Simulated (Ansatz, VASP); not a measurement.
# One calculation of Sn, two programs

The input INCAR:

```
  PREC = Accurate
  ENCUT = 520
  EDIFF = 1E-6
  ISMEAR = -1
  SIGMA = 0.1
  LREAL = False
  LASPH = True
  NELM = 100
  ALGO = Normal
  ISIF = 2
  LWAVE = False
  LCHARG = True
  GGA = PE
  LELF = True
  LVHAR = True
  NBANDS = 21
```

Contents of KPOINTS:

```
regular mesh
0
Gamma
  9 9 9
```

POSCAR

```
Sn
1.0
    0.0808335700      3.2333428000      3.2333428000
    3.2333428000      0.0808335700      3.2333428000
    3.3141763700      3.3141763700      0.0000000000
Sn
2
Direct
    0.0000000000      0.0000000000      0.0000000000
    0.2500000000      0.2500000000      0.2500000000
```

Input for Ansatz:

```yaml
crystal:
  lattice:
    - [0.08083357000000001, 3.2333428, 3.2333428]
    - [3.2333428, 0.08083357000000001, 3.2333428]
    - [3.3141763699999998, 3.3141763699999998, 0.0]
  atoms:
    - { symbol: Sn, position: [0.0, 0.0, 0.0] }
    - { symbol: Sn, position: [0.25, 0.25, 0.25] }
basis:
  ecutwfc: 489.804952427784
kpoints:
  mp_grid:
    grid: [9, 9, 9]
hamiltonian:
  xc: pbe
  pseudopotentials:
    kind: paw
scf:
  occupations:
    method: fermi_dirac
    width: 0.1
output:
  stress: true
```

Alike in both runs: task single point; functional PBE; k mesh 9 × 9 × 9; occupations fermi-dirac, width 0.1 eV; no spin polarisation.

|  | VASP | Ansatz |
| --- | --- | --- |
| version | VASP 6.6.1 | Ansatz 0.2.0 |
| potentials or method | VASP PAW PBE potentials, release 64 (Sn_d), cutoff 520 eV | plane waves, PAW |
| valence electrons in the cell | 28 | 28 |

|  | VASP | Ansatz | Ansatz less VASP |
| --- | --- | --- | --- |
| pressure (GPa) | 4.0 | 4.0 | +0.04 |
| traceless stress, the component that is largest in VASP (GPa) | -2.78 | -2.78 | -0.002 |
